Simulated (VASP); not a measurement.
A run of VASP 6.6.1 is set up as follows.

File INCAR:

```
PREC = Accurate
ENCUT = 520
EDIFF = 1E-6
ISMEAR = 0
SIGMA = 0.1
LREAL = F
LASPH = T
NELM = 60
ALGO = Normal
ISIF = 2
LWAVE = F
LCHARG = F
GGA = PE
NBANDS = 61
```

KPOINTS

```
Automatic mesh
0
Gamma
  6 4 2
```

POSCAR

```
MgCd5O6
1.0
    3.2999862000      0.0000000000      0.0000000000
    0.0000000000      4.7045332000      0.0000000000
    0.0000000000      0.0000000000     10.0255985000
Mg Cd O
1 5 6
Direct
    0.5000000000      0.5000000000      0.5000000000
    0.0000000000      0.0000000000      0.0000000000
    0.5000000000      0.5000000000      0.1732450000
    0.0000000000      0.0000000000      0.3381650000
    0.0000000000      0.0000000000      0.6618350000
    0.5000000000      0.5000000000      0.8267550000
    0.0000000000      0.5000000000      0.0000000000
    0.5000000000      0.0000000000      0.1685840000
    0.0000000000      0.5000000000      0.3535030000
    0.5000000000      0.0000000000      0.5000000000
    0.0000000000      0.5000000000      0.6464970000
    0.5000000000      0.0000000000      0.8314160000
```

Potentials or basis: VASP PAW PBE potentials, release 64 (Mg, Cd, O).

Launch:

```bash
$ cat potpaw_PBE.64/Mg/POTCAR potpaw_PBE.64/Cd/POTCAR potpaw_PBE.64/O/POTCAR > POTCAR
$ mpirun -np 1 vasp_std > vasp.out
```

Task: Estimate the largest force.

Result: 0.077 eV/Å.

Task: What does it give for the pressure?

Result: 1.1 GPa.

Stress tensor (GPa, compression positive):
```
1.03 0.00 0.00
0.00 1.10 0.00
0.00 0.00 1.12
```
